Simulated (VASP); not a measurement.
A run of VASP 6.6.1:

The input INCAR:

```
  PREC = Accurate
  ENCUT = 700
  EDIFF = 1E-6
  ISMEAR = 0
  SIGMA = 0.15
  LREAL = False
  LASPH = True
  NELM = 120
  ALGO = Normal
  ISIF = 2
  LWAVE = False
  LCHARG = True
  GGA = PS
  LELF = True
  LVHAR = True
  NBANDS = 16
  GGA_COMPAT = False
```

Contents of KPOINTS:

```
Automatic mesh
0
Gamma
  18 18 18
```

The input POSCAR:

```
TaN
1.0
   -0.1093721820      2.1874436400      2.1874436400
    2.0780714580      0.0000000000      2.0780714580
    2.1874436400      2.1874436400     -0.1093721820
Ta N
1 1
Direct
    0.5000000000      0.5000000000      0.5000000000
    0.0000000000      0.0000000000      0.0000000000
```

Potentials or basis: VASP PAW PBE potentials, release 64 (Ta_sv_GW, N).

Launch:

```console
$ cat potpaw_PBE.64/Ta_sv_GW/POTCAR potpaw_PBE.64/N/POTCAR > POTCAR
$ mpirun -np 1 vasp_std > vasp.out
```

Hardware: 1 thread of Intel(R) Xeon(R) 6975P-C (Granite Rapids), on a shared host.

Q: Estimate the wall time of this run.

A: It took 3 min on 1 thread of Intel(R) Xeon(R) 6975P-C (Granite Rapids), with other jobs on the host, peak memory 0.58 GiB. Counts: scf iterations 13, k points 865.
